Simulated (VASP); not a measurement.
# As (Pm-3m) in VASP: single point with PBE

Aim: the single point of As with PBE.

Everything below comes from runs of VASP 6.6.1. Logs are shortened: lines on timing, memory, paths and dates and some standing lists are left out, and cuts for length are marked.

### 1 The cell of the first run

The structure is cubic, space group Pm-3m (No. 221). Conventional cell: a = 2.738 Å, b = 2.738 Å, c = 2.738 Å, α = 90.00°, β = 90.00°, γ = 90.00°. Within 3.6 Å of As (site symmetry m-3m) lie 6 As at 2.74 Å.

### 2 Single point, PBE

INCAR

```
SYSTEM = As
  PREC = Accurate
  ENCUT = 520
  EDIFF = 1E-7
  ISMEAR = -1
  SIGMA = 0.13605693000000002
  LREAL = .False.
  LASPH = .True.
  NELM = 80
  ALGO = Normal
  ISIF = 2
  LWAVE = .False.
  LCHARG = .True.
  GGA = PE
  LELF = .True.
  LVHAR = .True.
  NBANDS = 8
```

KPOINTS

```
regular mesh
0
Gamma
  12 12 12
  0 0 0
```

POSCAR

```
As
1.0
    2.7375191995      0.0000000000      0.0000000000
    0.0000000000      2.7375191995      0.0000000000
    0.0000000000      0.0000000000      2.7375191995
As
1
Direct
    0.0000000000      0.0000000000      0.0000000000
```

Potentials or basis: VASP PAW PBE potentials, release 64 (As).

On the command line:

```bash
$ cat potpaw_PBE.64/As/POTCAR > POTCAR
$ mpirun -np 1 vasp_std > vasp.out
```

OUTCAR:

```text
SYSTEM = As
   PREC = Accurate
   ENCUT = 520
   EDIFF = 1E-7
   ISMEAR = -1
   LREAL = .False.
   LASPH = .True.
   NELM = 80
   ISIF = 2
   GGA = PE

 ion  position               nearest neighbor table
   1  0.000  0.000  0.000-

  LATTYP: Found a simple cubic cell.
 ALAT       =     2.7375191995

  Lattice vectors:

 A1 = (   2.7375191995,   0.0000000000,   0.0000000000)
 A2 = (   0.0000000000,   2.7375191995,   0.0000000000)
 A3 = (   0.0000000000,   0.0000000000,   2.7375191995)

Analysis of symmetry for initial positions (statically):
=====================================================================
 Subroutine PRICEL returns:
 Original cell was already a primitive cell.

 Routine SETGRP: Setting up the symmetry group for a
 simple cubic supercell.

 Subroutine GETGRP returns: Found 48 space group operations
 (whereof 48 operations were pure point group operations)
 out of a pool of 48 trial point group operations.

The static configuration has the point symmetry O_h .

Analysis of symmetry for dynamics (positions and initial velocities):
=====================================================================
 Subroutine PRICEL returns:
 Original cell was already a primitive cell.

 Routine SETGRP: Setting up the symmetry group for a
 simple cubic supercell.

 Subroutine GETGRP returns: Found 48 space group operations
 (whereof 48 operations were pure point group operations)
 out of a pool of 48 trial point group operations.

The dynamic configuration has the point symmetry O_h .

 Subroutine INISYM returns: Found 48 space group operations
 (whereof 48 operations are pure point group operations),
 and found     1 'primitive' translations

----------------------------------------------------------------------------------------

                                     Primitive cell

  volume of cell :      20.5150

  direct lattice vectors                    reciprocal lattice vectors
     2.737519199  0.000000000  0.000000000     0.365294242  0.000000000  0.000000000
     0.000000000  2.737519199  0.000000000     0.000000000  0.365294242  0.000000000
     0.000000000  0.000000000  2.737519199     0.000000000  0.000000000  0.365294242

  length of vectors
     2.737519199  2.737519199  2.737519199     0.365294242  0.365294242  0.365294242

  position of ions in fractional coordinates (direct lattice)
     0.000000000  0.000000000  0.000000000

  ion indices of the primitive-cell ions
   primitive index   ion index
                 1           1

----------------------------------------------------------------------------------------

 KPOINTS: regular mesh

Automatic generation of k-mesh.
 Grid dimensions read from file:
 generate k-points for:   12   12   12

 Generating k-lattice:

  Cartesian coordinates                     Fractional coordinates (reciprocal lattice)
     0.030441187  0.000000000  0.000000000     0.083333333  0.000000000  0.000000000
     0.000000000  0.030441187  0.000000000     0.000000000  0.083333333  0.000000000
     0.000000000  0.000000000  0.030441187     0.000000000  0.000000000  0.083333333

  Length of vectors
     0.030441187  0.030441187  0.030441187

  Shift w.r.t. Gamma in fractional coordinates (k-lattice)
     0.000000000  0.000000000  0.000000000

 Subroutine IBZKPT returns following result:
 ===========================================

 Found     84 irreducible k-points:

 Following reciprocal coordinates:
            Coordinates               Weight
  0.000000  0.000000  0.000000      1.000000
  0.083333  0.000000  0.000000      6.000000
  0.166667  0.000000  0.000000      6.000000
  0.250000  0.000000  0.000000      6.000000
  0.333333  0.000000  0.000000      6.000000
  0.416667  0.000000  0.000000      6.000000
[... 16 lines left out ...]
  0.333333  0.333333  0.000000     12.000000
  0.416667  0.333333  0.000000     24.000000
 [... further k-points ...]
   k-points           NKPTS =     84   k-points in BZ     NKDIM =     84   number of bands    NBANDS=      8
   number of dos      NEDOS =    301   number of ions     NIONS =      1
   total plane-waves  NPLWV =   8000
   dimension x,y,z NGX =    20 NGY =   20 NGZ =   20
   dimension x,y,z NGXF=    40 NGYF=   40 NGZF=   40
   ions per type =               1
   NGX,Y,Z   is equivalent  to a cutoff of  12.15, 12.15, 12.15 a.u.
   NGXF,Y,Z  is equivalent  to a cutoff of  24.29, 24.29, 24.29 a.u.
 SYSTEM =  As
   PREC   = accura    normal or accurate (medium, high low for compatibility)
   ISTART =      0    job   : 0-new  1-cont  2-samecut
   ICHARG =      2    charge: 1-file 2-atom 10-const
   ISPIN  =      1    spin polarized calculation?
   LNONCOLLINEAR =      F non collinear calculations
   LSORBIT =      F    spin-orbit coupling
   LASPH  =      T    aspherical Exc in radial PAW
   ENCUT  =  520.0 eV  38.22 Ry    6.18 a.u.   5.09  5.09  5.09*2*pi/ulx,y,z
   NELM   =     80;   NELMIN=  2; NELMDL= -5     # of ELM steps
   EDIFF  = 0.1E-06   stopping-criterion for ELM
   LREAL  =      F    real-space projection
   EDIFFG = 0.1E-05   stopping-criterion for IOM
   NSW    =      0    number of steps for IOM
   IBRION =     -1    ionic relax: 0-MD 1-quasi-New 2-CG
   NFREE  =      0    steps in history (QN), initial steepest desc. (CG)
   ISIF   =      2    stress and relaxation
   ISYM   =      2    0-nonsym 1-usesym 2-fastsym
   POTIM  = 0.5000    time-step for ionic-motion
   TEBEG  =    0.0;   TEEND  =   0.0 temperature during run
   PSTRESS=    0.0 pullay stress
   NELECT =       5.0000    total number of electrons
   NUPDOWN=      -1.0000    fix difference up-down
   EMIN   =  10.00;   EMAX   =-10.00  energy-range for DOS
   EFERMI =   0.00;   METHOD = LEGACY
   ISMEAR =    -1;   SIGMA  =   0.14  broadening in eV -4-tet -1-fermi 0-gaus
   EFERMI_NEDOS =   21; number of points for ismear=-14 and -15
   IALGO  =     38    algorithm
   IMIX   =      4    mixing-type and parameters
     AMIX     =   0.40;   BMIX     =  1.00
     AMIX_MAG =   1.60;   BMIX_MAG =  1.00
  volume/ion in A,a.u.               =      20.52       138.44
  Fermi-wavevector in a.u.,A,eV,Ry     =   1.022604  1.932442 14.227881  1.045720
  Thomas-Fermi vector in A             =   2.156293
   LORBIT       =      0    0 simple, 1 ext, 2 COOP (PROOUT), +10 PAW based schemes
   GGA     = PE    functional components
   LHFCALC =     F    Hartree Fock is set to
   AEXX    =    0.0000 exact exchange contribution
   IVDW    =     0    specifies the selected vdW correction
   LEPSILON=     F    determine dielectric tensor
   LRPA    =     F    only Hartree local field effects (RPA)
 non-spin polarized calculation
  energy-cutoff  :      520.00
  volume of cell :       20.52
 maximum number of plane-waves:       568
   NGX = 11   NGY = 11   NGZ = 11

 number of electron       5.0000001 magnetization

 Free energy of the ion-electron system (eV)
  ---------------------------------------------------
  ext. energy  EPLUGINS =         0.00000000
  ---------------------------------------------------
  free energy    TOTEN  =        -4.56068016 eV

  energy without entropy =       -4.52678660  energy(sigma->0) =       -4.54373338

 E-fermi :   5.6357     XC(G=0): -10.2730

 val. band max:        5.6272427422   @ k =   0.4167   0.2500   0.0833
 cond. band min:       5.6990630179   @ k =   0.1667   0.0833   0.0000
 fundamental gap:      0.0718202757
 Fermi energy:         5.6357401692

 k-point     1 :       0.0000    0.0000    0.0000
  band No.  band energies     occupation
      1      -9.1354      2.00000
      2       9.5261      0.00000
      3       9.5261      0.00000
      4       9.5261      0.00000
      5      13.9788      0.00000
      6      13.9788      0.00000
      7      15.7434      0.00000
      8      29.9545      0.00000

 k-point     2 :       0.0833    0.0000    0.0000
  band No.  band energies     occupation
      1      -9.0121      2.00000
      2       8.0488      0.00000
      3       9.6337      0.00000
      4       9.6337      0.00000
      5      14.0902      0.00000
      6      14.9165      0.00000
      7      16.6161      0.00000
      8      28.1447      0.00000

 k-point     3 :       0.1667    0.0000    0.0000
  band No.  band energies     occupation
      1      -8.6473      2.00000
      2       5.5892      1.16942
      3       9.9455      0.00000
      4       9.9455      0.00000
      5      14.4187      0.00000
      6      15.5881      0.00000
      7      19.3515      0.00000
      8      25.7388      0.00000

 k-point     4 :       0.2500    0.0000    0.0000
  band No.  band energies     occupation
      1      -8.0600      2.00000
      2       3.1984      2.00000
      3      10.4238      0.00000
      4      10.4238      0.00000
      5      14.9431      0.00000
      6      16.2652      0.00000
      7      22.1955      0.00000
      8      23.5654      0.00000

 k-point     5 :       0.3333    0.0000    0.0000
  band No.  band energies     occupation
      1      -7.3037      2.00000
      2       1.1078      2.00000
      3      10.9875      0.00000
      4      10.9875      0.00000
      5      15.6069      0.00000
      6      17.1528      0.00000
      7      21.7754      0.00000
      8      21.7754      0.00000
[... 177 lines left out ...]
 k-point    22 :       0.5000    0.2500    0.0000
  band No.  band energies     occupation
      1      -5.0677      2.00000
      2      -0.1270      2.00000
      3       5.8015      0.45652
      4      12.1195      0.00000
      5      12.5487      0.00000
      6      19.0909      0.00000
      7      21.0563      0.00000
      8      21.7734      0.00000

 k-point    23 :       0.3333    0.3333    0.0000
  band No.  band energies     occupation
      1      -5.4624      2.00000
      2       2.5636      2.00000
      3       3.0260      2.00000
      4      12.0820      0.00000
      5      12.4081      0.00000
      6      18.4901      0.00000
      7      23.0917      0.00000
      8      23.6646      0.00000

 k-point    24 :       0.4167    0.3333    0.0000
  band No.  band energies     occupation
      1      -4.6793      2.00000
      2       1.1882      2.00000
      3       3.4472      2.00000
      4      10.6820      0.00000
      5      12.8817      0.00000
      6      19.4042      0.00000
      7      22.1520      0.00000
      8      23.3243      0.00000

 [... further k-points ...]
[... 5 lines left out ...]
  --------------------------------------------------------------------------------------
  -------------------------------------------------------------------------------------
  Total       -0.0129343     -0.0129343     -0.0129343     -0.0000000      0.0000000     -0.0000000
  in kB       -1.0101391     -1.0101391     -1.0101391     -0.0000000      0.0000000     -0.0000000
  external PRESSURE =      -1.0101391 kB  Pullay stress =       0.0000000 kB

 VOLUME and BASIS-vectors are now :
 -----------------------------------------------------------------------------
  energy-cutoff  :      520.00
  volume of cell :       20.52
      direct lattice vectors                 reciprocal lattice vectors
     2.737519199  0.000000000  0.000000000     0.365294242  0.000000000  0.000000000
     0.000000000  2.737519199  0.000000000     0.000000000  0.365294242  0.000000000
     0.000000000  0.000000000  2.737519199     0.000000000  0.000000000  0.365294242

 POSITION                                       TOTAL-FORCE (eV/Angst)
 -----------------------------------------------------------------------------------
      0.00000      0.00000      0.00000         0.000000      0.000000      0.000000
 -----------------------------------------------------------------------------------
    total drift:                               -0.000000      0.000000      0.000000

  FREE ENERGIE OF THE ION-ELECTRON SYSTEM (eV)
  ---------------------------------------------------
  free  energy   TOTEN  =        -4.5606801587 eV

  energy  without entropy=       -4.5267865957  energy(sigma->0) =       -4.54373338
```

It took 4.9 s on 1 thread of Intel Xeon 6975P-C (Granite Rapids), shared host; peak memory 0.12 GiB.

Results:

```
Free energy : -4.5607 eV
Pressure    : -0.1 GPa
```

Levels at points of the mesh, in eV from the Fermi level:
| k point | band 1 | band 2 | band 3 | band 4 | band 5 | band 6 | band 7 |
| --- | --- | --- | --- | --- | --- | --- | --- |
| (0.00, 0.00, 0.00) | -14.77 | 3.89 | 3.89 | 3.89 | 8.34 | 8.34 | 10.11 |
| (0.50, 0.00, 0.00) | -11.79 | -6.76 | 6.05 | 6.05 | 10.93 | 13.78 | 14.23 |
| (0.50, 0.50, 0.00) | -8.70 | -4.20 | -4.20 | 2.55 | 8.08 | 15.92 | 17.07 |
| (0.50, 0.50, 0.50) | -5.32 | -1.88 | -1.88 | -1.88 | 5.88 | 5.88 | 5.88 |
